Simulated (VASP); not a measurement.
# TiC3 (P-6m2) in VASP: further runs

The runs below take TiC3 through single point, relaxation of cell and atoms, with PBE, PBE+U.

All numbers are computed with VASP 6.6.1; they aren't measurements. Logs are shortened: lines on timing, memory, paths and dates and some standing lists are left out, and cuts for length are marked.

### 1 The cell of the first run

The structure is hexagonal, space group P-6m2 (No. 187). The conventional cell has a = 3.050 Å, b = 3.050 Å, c = 4.261 Å, α = 90.00°, β = 90.00°, γ = 120.00°. Ti (site symmetry -6m2) has 8 C at 2.13 to 2.23 Å within 2.8 Å. Within 2.5 Å of C (site symmetry -6m2) lie 6 C at 1.92 Å and 2 Ti at 2.13 Å. C (site symmetry 3m) has 4 C at 1.52 to 1.92 Å within 2.0 Å.

### 2 Single point, PBE

File INCAR:

```
PREC = Accurate
ENCUT = 520
EDIFF = 1E-6
ISMEAR = 0
SIGMA = 0.1
LREAL = False
LASPH = True
NELM = 100
ALGO = Normal
ISIF = 2
LWAVE = False
LCHARG = False
GGA = PE
NBANDS = 20
```

File KPOINTS:

```
regular mesh
0
Gamma
  18 18 12
```

File POSCAR:

```
TiC3
1.0
    3.0497668181      0.0000000000      0.0000000000
   -1.5248834090      2.6411755401      0.0000000000
    0.0000000000      0.0000000000      4.2605549305
Ti C
1 3
Direct
    0.6666666667      0.3333333333      0.0000000000
    0.6666666667      0.3333333333      0.5000000000
    0.3333333333      0.6666666667      0.3216434543
    0.3333333333      0.6666666667      0.6783565457
```

Potentials or basis: VASP PAW PBE potentials, release 64 (Ti_sv, C).

Started as:

```
cat potpaw_PBE.64/Ti_sv/POTCAR potpaw_PBE.64/C/POTCAR > POTCAR
mpirun -np 1 vasp_std > vasp.out
```

OUTCAR:

```text
PREC = Accurate
   ENCUT = 520
   EDIFF = 1E-6
   ISMEAR = 0
   LREAL = False
   LASPH = True
   NELM = 100
   ISIF = 2
   GGA = PE

 ion  position               nearest neighbor table
   1  0.667  0.333  0.000-   2 2.13   2 2.13   3 2.23   4 2.23   3 2.23   4 2.23   4 2.23   3 2.23

   2  0.667  0.333  0.500-   3 1.92   4 1.92   3 1.92   4 1.92   3 1.92   4 1.92   1 2.13   1 2.13

   3  0.333  0.667  0.322-   4 1.52   2 1.92   2 1.92   2 1.92   1 2.23   1 2.23   1 2.23
   4  0.333  0.667  0.678-   3 1.52   2 1.92   2 1.92   2 1.92   1 2.23   1 2.23   1 2.23

  LATTYP: Found a hexagonal cell.
 ALAT       =     3.0497668181
 C/A-ratio  =     1.3970100616

  Lattice vectors:

 A1 = (   3.0497668181,   0.0000000000,   0.0000000000)
 A2 = (  -1.5248834090,   2.6411755401,   0.0000000000)
 A3 = (   0.0000000000,   0.0000000000,   4.2605549305)

Analysis of symmetry for initial positions (statically):
=====================================================================
 Subroutine PRICEL returns:
 Original cell was already a primitive cell.

 Routine SETGRP: Setting up the symmetry group for a
 hexagonal supercell.

 Subroutine GETGRP returns: Found 12 space group operations
 (whereof 12 operations were pure point group operations)
 out of a pool of 24 trial point group operations.

The static configuration has the point symmetry D_3h.

Analysis of symmetry for dynamics (positions and initial velocities):
=====================================================================
 Subroutine PRICEL returns:
 Original cell was already a primitive cell.

 Routine SETGRP: Setting up the symmetry group for a
 hexagonal supercell.

 Subroutine GETGRP returns: Found 12 space group operations
 (whereof 12 operations were pure point group operations)
 out of a pool of 24 trial point group operations.

The dynamic configuration has the point symmetry D_3h.

 Subroutine INISYM returns: Found 12 space group operations
 (whereof 12 operations are pure point group operations),
 and found     1 'primitive' translations

----------------------------------------------------------------------------------------

                                     Primitive cell

  volume of cell :      34.3186

  direct lattice vectors                    reciprocal lattice vectors
     3.049766818  0.000000000  0.000000000     0.327893921  0.189309644  0.000000000
    -1.524883409  2.641175540  0.000000000     0.000000000  0.378619287  0.000000000
     0.000000000  0.000000000  4.260554930     0.000000000  0.000000000  0.234711209

  length of vectors
[... 83 lines left out ...]
   LASPH  =      T    aspherical Exc in radial PAW
   ENCUT  =  520.0 eV  38.22 Ry    6.18 a.u.   5.67  5.67  7.92*2*pi/ulx,y,z
   NELM   =    100;   NELMIN=  2; NELMDL= -5     # of ELM steps
   EDIFF  = 0.1E-05   stopping-criterion for ELM
   LREAL  =      F    real-space projection
   EDIFFG = 0.1E-04   stopping-criterion for IOM
   NSW    =      0    number of steps for IOM
   IBRION =     -1    ionic relax: 0-MD 1-quasi-New 2-CG
   NFREE  =      0    steps in history (QN), initial steepest desc. (CG)
   ISIF   =      2    stress and relaxation
   ISYM   =      2    0-nonsym 1-usesym 2-fastsym
   POTIM  = 0.5000    time-step for ionic-motion
   TEBEG  =    0.0;   TEEND  =   0.0 temperature during run
   PSTRESS=    0.0 pullay stress
   NELECT =      24.0000    total number of electrons
   NUPDOWN=      -1.0000    fix difference up-down
   EMIN   =  10.00;   EMAX   =-10.00  energy-range for DOS
   EFERMI =   0.00;   METHOD = LEGACY
   ISMEAR =     0;   SIGMA  =   0.10  broadening in eV -4-tet -1-fermi 0-gaus
   EFERMI_NEDOS =   21; number of points for ismear=-14 and -15
   IALGO  =     38    algorithm
   IMIX   =      4    mixing-type and parameters
     AMIX     =   0.40;   BMIX     =  1.00
     AMIX_MAG =   1.60;   BMIX_MAG =  1.00
  volume/ion in A,a.u.               =       8.58        57.90
  Fermi-wavevector in a.u.,A,eV,Ry     =   1.453121  2.746001 28.729541  2.111562
  Thomas-Fermi vector in A             =   2.570424
   LORBIT       =      0    0 simple, 1 ext, 2 COOP (PROOUT), +10 PAW based schemes
   GGA     = PE    functional components
   LHFCALC =     F    Hartree Fock is set to
   AEXX    =    0.0000 exact exchange contribution
   IVDW    =     0    specifies the selected vdW correction
   LEPSILON=     F    determine dielectric tensor
   LRPA    =     F    only Hartree local field effects (RPA)
 non-spin polarized calculation
 Gauss-broadening in eV      SIGMA  =   0.10
  energy-cutoff  :      520.00
  volume of cell :       34.32
 maximum number of plane-waves:       942
 NGX is ok and might be reduce to    24
   NGX = 11   NGY = 11   NGZ = 15

 number of electron      23.9999995 magnetization

 Free energy of the ion-electron system (eV)
  ---------------------------------------------------
  ext. energy  EPLUGINS =         0.00000000
  ---------------------------------------------------
  free energy    TOTEN  =       -30.51452883 eV

  energy without entropy =      -30.50815547  energy(sigma->0) =      -30.51134215

 E-fermi :   9.3074     XC(G=0): -12.5394

 val. band max:        9.3059833122   @ k =   0.1111   0.0556   0.2500
 cond. band min:       9.3088078854   @ k =   0.1667   0.0000   0.2500
 fundamental gap:      0.0028245732
 Fermi energy:         9.3074321254

 k-point     1 :       0.0000    0.0000    0.0000
  band No.  band energies     occupation
      1     -47.3016      2.00000
      2     -23.7158      2.00000
      3     -23.4146      2.00000
      4     -23.4146      2.00000
      5      -9.5324      2.00000
      6       0.0217      2.00000
[... 541 lines left out ...]
     19      15.4303      0.00000
     20      15.6656      0.00000

 [... further k-points ...]
[... 5 lines left out ...]
  --------------------------------------------------------------------------------------
  -------------------------------------------------------------------------------------
  Total        0.0298096      0.0298096      0.1564315      0.0000000      0.0000000      0.0000000
  in kB        1.3916708      1.3916708      7.3030567      0.0000000      0.0000000      0.0000000
  external PRESSURE =       3.3621328 kB  Pullay stress =       0.0000000 kB

 VOLUME and BASIS-vectors are now :
 -----------------------------------------------------------------------------
  energy-cutoff  :      520.00
  volume of cell :       34.32
      direct lattice vectors                 reciprocal lattice vectors
     3.049766818  0.000000000  0.000000000     0.327893921  0.189309644  0.000000000
    -1.524883409  2.641175540  0.000000000     0.000000000  0.378619287  0.000000000
     0.000000000  0.000000000  4.260554930     0.000000000  0.000000000  0.234711209

 POSITION                                       TOTAL-FORCE (eV/Angst)
 -----------------------------------------------------------------------------------
      1.52488      0.88039      0.00000        -0.000000      0.000000      0.000000
      1.52488      0.88039      2.13028         0.000000     -0.000000      0.000000
     -0.00000      1.76078      1.37038         0.000000     -0.000000     -0.031387
     -0.00000      1.76078      2.89018         0.000000     -0.000000      0.031387
 -----------------------------------------------------------------------------------
    total drift:                               -0.000000      0.000000      0.000000

  FREE ENERGIE OF THE ION-ELECTRON SYSTEM (eV)
  ---------------------------------------------------
  free  energy   TOTEN  =       -30.5145288279 eV

  energy  without entropy=      -30.5081554678  energy(sigma->0) =      -30.51134215
```

OSZICAR:

```text
N       E                     dE             d eps       ncg     rms          rms(c)
DAV:   1     0.209698841024E+03    0.20970E+03   -0.12438E+04 10376   0.138E+03
DAV:   2    -0.114625650970E+02   -0.22116E+03   -0.21158E+03 10776   0.376E+02
DAV:   3    -0.331844215839E+02   -0.21722E+02   -0.21236E+02 17756   0.103E+02
DAV:   4    -0.340306622187E+02   -0.84624E+00   -0.84300E+00 12912   0.182E+01
DAV:   5    -0.340565222094E+02   -0.25860E-01   -0.25850E-01 15212   0.289E+00    0.174E+01
DAV:   6    -0.319809372406E+02    0.20756E+01   -0.28988E+01 15008   0.454E+01    0.908E+00
DAV:   7    -0.307092001277E+02    0.12717E+01   -0.14540E+01 13392   0.276E+01    0.650E+00
DAV:   8    -0.305235781458E+02    0.18562E+00   -0.77108E-01 12708   0.754E+00    0.244E+00
DAV:   9    -0.305232360297E+02    0.34212E-03   -0.14989E-01 13612   0.304E+00    0.931E-01
DAV:  10    -0.305142677409E+02    0.89683E-02   -0.39953E-02 12960   0.185E+00    0.286E-01
DAV:  11    -0.305145621269E+02   -0.29439E-03   -0.32122E-03 12552   0.490E-01    0.647E-02
DAV:  12    -0.305145191590E+02    0.42968E-04   -0.23451E-04 12580   0.982E-02    0.283E-02
DAV:  13    -0.305145313779E+02   -0.12219E-04   -0.28082E-05 11548   0.467E-02    0.130E-02
DAV:  14    -0.305145288856E+02    0.24923E-05   -0.90369E-06 13248   0.291E-02    0.366E-03
DAV:  15    -0.305145288279E+02    0.57726E-07   -0.40026E-07  6236   0.471E-03
   1 F= -.30514529E+02 E0= -.30511342E+02  d E =-.637336E-02
```

stdout:

```text
POSCAR found type information on POSCAR TiC
 POSCAR found :  2 types and       4 ions
 scaLAPACK will be used
 LDA part: xc-table for (Slater+PW92), standard interpolation
 POSCAR, INCAR and KPOINTS ok, starting setup
 FFT: planning ... GRIDC
 FFT: planning ... GRID_SOFT
 FFT: planning ... GRID
 WAVECAR not read
 entering main loop
```

Run time: 3.8 min. Hardware: 1 thread of AMD EPYC 7R43 (Zen 3), shared host; peak memory 0.24 GiB.

Results:

| Item | Value |
| --- | --- |
| Free energy | -30.5145 eV |
| Pressure | 0.3 GPa |
| Largest force | 0.031 eV/Å |
| Band gap on the k mesh | zero (band 12 reaches 11.09 eV, above the bottom of band 13 at 8.44 eV) |

Forces on the atoms (eV/Å):
```
Ti   0.000  0.000  0.000
C    0.000  0.000  0.000
C    0.000  0.000 -0.031
C    0.000  0.000  0.031
```

Stress tensor (GPa, compression positive):
```
0.14 0.00 0.00
0.00 0.14 0.00
0.00 0.00 0.73
```

### 3 Relaxation of cell and atoms, PBE

This run uses another cell than the first one, of 8.47 Å³/atom, 0.987 times its volume.

File INCAR:

```
  PREC = Accurate
  ENCUT = 600
  EDIFF = 1E-7
  ISMEAR = 0
  SIGMA = 0.1
  LREAL = False
  LASPH = True
  NELM = 80
  ALGO = Normal
  ISIF = 3
  LWAVE = False
  LCHARG = False
  GGA = PE
  IBRION = 2
  NSW = 100
  EDIFFG = -0.01
```

KPOINTS is that of step 2.

File POSCAR:

```
TiC3
1.0
    3.0274690706      0.0000000000      0.0000000000
   -1.5137345353      2.6218651243      0.0000000000
    0.0000000000      0.0000000000      4.2661209349
Ti C
1 3
Direct
    0.6666666667      0.3333333333      0.0000000000
    0.6666666667      0.3333333333      0.5000000000
    0.3333333333      0.6666666667      0.3203060771
    0.3333333333      0.6666666667      0.6796939229
```

Potentials or basis: VASP PAW PBE potentials, release 64 (Ti_sv, C).

Started as:

```
cat potpaw_PBE.64/Ti_sv/POTCAR potpaw_PBE.64/C/POTCAR > POTCAR
mpirun -np 1 vasp_std > vasp.out
```

Run time: 15 min. Hardware: 1 thread of AMD EPYC 7R43 (Zen 3), shared host; peak memory 0.26 GiB.

Results (log left out):

* Free energy: -30.5168 eV
* Relaxed volume: 8.58 Å³/atom
* Relaxed cell: a = 3.049 Å, b = 3.049 Å, c = 4.263 Å, α = 90.00°, β = 90.00°, γ = 120.00°
* Space group after relaxing (to 0.05 Å): P-6m2 (No. 187)
* Energy gained by relaxing: 0.9 meV/atom
* Ionic steps: 5
* Pressure after relaxing: 0.0 GPa
* Band gap on the k mesh: zero (band 12 reaches 11.09 eV, above the bottom of band 13 at 8.44 eV)

Step by step:
```csv
step,energy change (eV),largest force (eV/Å),pressure (GPa),volume (Å³)
1,0.0000,0.1283,1.43,33.86
2,-0.0034,0.0383,0.16,34.24
3,-0.0034,0.0572,0.03,34.28
4,-0.0037,0.0159,-0.02,34.33
5,-0.0037,0.0006,-0.02,34.32
```

Final structure:
```yaml
crystal:
  lattice:
    - [3.04873, 0.00000, 0.00000]
    - [-1.52437, 2.64028, 0.00000]
    - [0.00000, 0.00000, 4.26306]
  atoms:
    - { symbol: Ti, position: [0.66667, 0.33333, 0.00000] }
    - { symbol: C, position: [0.66667, 0.33333, 0.50000] }
    - { symbol: C, position: [0.33333, 0.66667, 0.32152] }
    - { symbol: C, position: [0.33333, 0.66667, 0.67848] }
```

Levels at points of the mesh, in eV from the Fermi level:
```
           k point  band 9  band 10  band 11  band 12  band 13  band 14  band 15  band 16
(0.00, 0.00, 0.00)   -4.95    -4.22    -0.03    -0.03     0.18     0.18     1.79     2.90
(0.50, 0.00, 0.00)   -5.90    -4.76    -2.81    -1.33     1.77     2.96     3.18     3.48
(0.00, 0.00, 0.50)   -3.77    -3.58    -2.59    -0.87    -0.87     1.86     1.86     3.24
(0.50, 0.00, 0.50)   -6.11    -4.00    -1.71    -1.16     0.73     2.76     3.41     3.65
```

### 4 Single point, PBE+U

File INCAR:

```
SYSTEM = TiC3
PREC     = Accurate       ! precision mode
ENCUT    = 600            ! plane-wave cutoff, eV
EDIFF    = 1E-6           ! SCF threshold, eV
ISMEAR   = 1              ! smearing method
SIGMA    = 0.1            ! smearing width, eV
LREAL    = .FALSE.        ! projectors in reciprocal space
LASPH    = .TRUE.         ! aspherical terms in the spheres
NELM     = 200            ! most SCF steps
ALGO     = Normal         ! electronic algorithm
ISIF     = 2              ! what is computed and relaxed
LWAVE    = .FALSE.        ! write WAVECAR
LCHARG   = .TRUE.         ! write CHGCAR
LMAXMIX  = 4              ! l up to which the mixer works
LDAU     = .TRUE.         ! DFT+U
LDAUTYPE = 2            
LDAUL    = 2 -1           ! shell
LDAUU    = 4 0            ! U, eV
LDAUJ    = 0 0          
LDAUPRINT= 1            
GGA      = PE             ! functional
LELF     = .TRUE.         ! ELF
LVHAR    = .TRUE.       
NBANDS   = 20             ! bands
GGA_COMPAT= .FALSE.
```

File KPOINTS:

```
Automatic mesh
0
G
  18 18 12
  0 0 0
```

File POSCAR:

```
TiC3
1.0
    3.0497668181      0.0000000000      0.0000000000
   -1.5248834090      2.6411755401      0.0000000000
    0.0000000000      0.0000000000      4.2605549305
Ti C
1 3
Direct
    0.6666666667      0.3333333333      0.0000000000
    0.6666666667      0.3333333333      0.5000000000
    0.3333333333      0.6666666667      0.3216434543
    0.3333333333      0.6666666667      0.6783565457
```

Started as:

```
cat potpaw_PBE.64/Ti_sv/POTCAR potpaw_PBE.64/C/POTCAR > POTCAR
mpirun -np 1 vasp_std > vasp.out
```

Run time: 3.9 min. Hardware: 1 thread of Intel Xeon 8259CL, shared host; peak memory 0.31 GiB.

The run converged. Its results:

```
Free energy            : -27.2635 eV
Pressure               : 7.8 GPa
Largest force          : 0.196 eV/Å
Band gap on the k mesh : zero (band 12 reaches 11.54 eV, above the bottom of band 13 at 8.83 eV)
```

Forces in eV/Å, atoms in the order of the input:
```
Ti   0.000  0.000  0.000
C    0.000  0.000  0.000
C    0.000  0.000  0.196
C    0.000  0.000 -0.196
```

Stress tensor (GPa, compression positive):
```
6.82 0.00 0.00
0.00 6.82 0.00
0.00 0.00 9.85
```

Levels at points of the mesh, in eV from the Fermi level:
| k point | band 9 | band 10 | band 11 | band 12 | band 13 | band 14 | band 15 | band 16 |
| --- | --- | --- | --- | --- | --- | --- | --- | --- |
| (0.00, 0.00, 0.00) | -5.02 | -4.25 | 0.05 | 0.05 | 0.25 | 0.25 | 1.64 | 2.95 |
| (0.50, 0.00, 0.00) | -6.06 | -4.92 | -2.92 | -1.28 | 1.72 | 3.14 | 3.20 | 3.59 |
| (0.00, 0.00, 0.50) | -3.78 | -3.69 | -2.74 | -0.78 | -0.78 | 1.82 | 1.82 | 3.35 |
| (0.50, 0.00, 0.50) | -6.26 | -4.03 | -1.73 | -1.26 | 0.61 | 2.90 | 3.61 | 3.77 |

Eigenvalues of the final occupation matrices:
```csv
site,spin,trace,eigenvalues
site 1 d,1,0.99,0.18 0.18 0.21 0.21 0.22
site 1 d,2,0.99,0.18 0.18 0.21 0.21 0.22
```

Caveat: U without spin polarisation on a metal has little footing; the U is typed as a test and isn't derived for this compound.

### 5 Summary

| task | level | U | cell | cutoff (eV) | smearing | gap on the mesh (eV) | pressure (GPa) | largest force (eV/Å) |
| --- | --- | --- | --- | --- | --- | --- | --- | --- |
| single point | PBE | - | a = 3.050, b = 3.050, c = 4.261 Å, angles 90.0, 90.0, 120.0°, 4 atoms | 520 | gaussian 0.1 eV | none | 0.3 | 0.03 |
| relaxation of cell and atoms | PBE | - | relaxed from a = 3.027, b = 3.027, c = 4.266 Å, angles 90.0, 90.0, 120.0°, 4 atoms | 600 | gaussian 0.1 eV | none | 0.0 | - |
| single point | PBE+U | Ti d U = 4.0 eV | a = 3.050, b = 3.050, c = 4.261 Å, angles 90.0, 90.0, 120.0°, 4 atoms | 600 | methfessel-paxton 0.1 eV | none | 7.8 | 0.20 |

Alike in all rows: potentials or basis VASP PAW PBE potentials, release 64 (Ti_sv, C); no spin polarisation; k mesh 18 × 18 × 12.

Caveats: U without spin polarisation on a metal has little footing (some runs); the U is typed as a test and isn't derived for this compound (some runs).

Total energies depend on the potentials used, so only differences within one code and one set of settings carry meaning.
